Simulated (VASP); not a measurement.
Write the native input for VASP 6.6.1 that does the following.

| Quantity | Value |
| --- | --- |
| Task | single point |
| Functional | PBE |
| Potentials or basis | VASP PAW PBE potentials, release 64 (Si, O) |
| Cutoff | 520 eV |
| k mesh | 6 × 6 × 9 |
| Occupations | fermi-dirac, width 0.03 eV |
| Spin | no spin polarisation |
| Dipole correction | no |
| Further INCAR settings | ALGO = Normal; EDIFF = 1e-06; NBANDS = 25 |

The structure of SiO2 lies in POSCAR:

```
SiO2
1.0
    4.1520447923      0.0000000000      0.0000000000
    0.0000000000      4.1520447923      0.0000000000
    0.0000000000      0.0000000000      2.6498947625
Si O
2 4
Direct
    0.0000000000      0.0000000000      0.0000000000
    0.5000000000      0.5000000000      0.5000000000
    0.3067000000      0.3067000000      0.0000000000
    0.1933000000      0.8067000000      0.5000000000
    0.6933000000      0.6933000000      0.0000000000
    0.8067000000      0.1933000000      0.5000000000
```

The input as run:

INCAR

```
SYSTEM = SiO2
  ALGO = Normal
  EDIFF = 1E-6
  ENCUT = 520
  GGA = PE
  ISIF = 2
  ISMEAR = -1
  LASPH = .True.
  LCHARG = .False.
  LREAL = .False.
  LWAVE = .False.
  NBANDS = 25
  NELM = 60
  PREC = Accurate
  SIGMA = 0.03
```

KPOINTS

```
k-points
0
Gamma
  6 6 9
  0 0 0
```

Potentials or basis: VASP PAW PBE potentials, release 64 (Si, O).

Launch:

```sh
$ cat potpaw_PBE.64/Si/POTCAR potpaw_PBE.64/O/POTCAR > POTCAR
$ mpirun -np 1 vasp_std > vasp.out
```

Results of the run:

The pressure is 18.3 GPa. The largest force is 0.395 eV/Å and the band gap on the k mesh is 5.98 eV.

Caveat: the cell stands under pressure.

Wall time 58 s on 1 thread of Intel Xeon 8259CL (shared host), peak memory 0.18 GiB.
